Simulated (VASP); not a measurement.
A run of VASP 6.6.1 is set up as follows.

File POSCAR:

```
GdO
1.0
    0.0000000000      2.7000000000      2.7000000000
    2.7000000000      0.0000000000      2.7000000000
    2.7000000000      2.7000000000      0.0000000000
Gd O
1 1
Direct
    0.0000000000      0.0000000000      0.0000000000
    0.7500000000      0.7500000000      0.7500000000
```

File INCAR.step1:

```
SYSTEM = GdO
PREC = Accurate
ENCUT = 520
EDIFF = 1E-6
ISMEAR = -1
SIGMA = 0.05
LREAL = .False.
LASPH = .True.
NELM = 150
ALGO = Normal
ISIF = 2
LWAVE = .False.
LCHARG = .True.
ISPIN = 2
MAGMOM = 7 0
LMAXMIX = 6
LDAU = .True.
LDAUTYPE = 2
LDAUL = 3 -1
LDAUU = 2 0
LDAUJ = 0 0
LDAUPRINT = 1
GGA = PS
NBANDS = 23
```

File KPOINTS.step1:

```
Automatic mesh
0
Gamma
  9 9 9
  0 0 0
```

File INCAR.step2:

```
SYSTEM = GdO
PREC = Accurate
ENCUT = 520
EDIFF = 1E-6
ISMEAR = -5
SIGMA = 0.05
LREAL = .False.
LASPH = .True.
NELM = 150
ALGO = Normal
ISIF = 2
LWAVE = .False.
LCHARG = .False.
ISPIN = 2
MAGMOM = 7 0
LORBIT = 11
LMAXMIX = 6
LDAU = .True.
LDAUTYPE = 2
LDAUL = 3 -1
LDAUU = 2 0
LDAUJ = 0 0
LDAUPRINT = 1
GGA = PS
NBANDS = 23
NEDOS = 2001
ICHARG = 11
```

The input KPOINTS.step2:

```
Automatic mesh
0
Gamma
  14 14 14
  0 0 0
```

Potentials or basis: VASP PAW PBE potentials, release 64 (Gd, O).

Run with:

```sh
$ cat potpaw_PBE.64/Gd/POTCAR potpaw_PBE.64/O/POTCAR > POTCAR
$ cp INCAR.step1 INCAR
$ cp KPOINTS.step1 KPOINTS
$ mpirun -np 1 vasp_std > vasp.out
$ cp INCAR.step2 INCAR
$ cp KPOINTS.step2 KPOINTS
$ mpirun -np 1 vasp_std > vasp.out
```

Question: What does it give for the net moment?

Answer: 7.83 μB per cell.

Question: What does it give for the site moments?

Answer: Gd +7.03; O -0.00 μB.

Eigenvalues of the final occupation matrices:
```csv
site,spin,trace,eigenvalues
site 1 f,1,6.93,0.99 0.99 0.99 0.99 0.99 0.99 0.99
site 1 f,2,0.06,0.01 0.01 0.01 0.01 0.01 0.01 0.03
```

Caveat: spin-orbit coupling is left out, which moves the levels of the heavy elements; a cell with one magnetic atom can't hold antiferromagnetic order, which such compounds often take. The state reached can hang on the start; a lower one may exist.
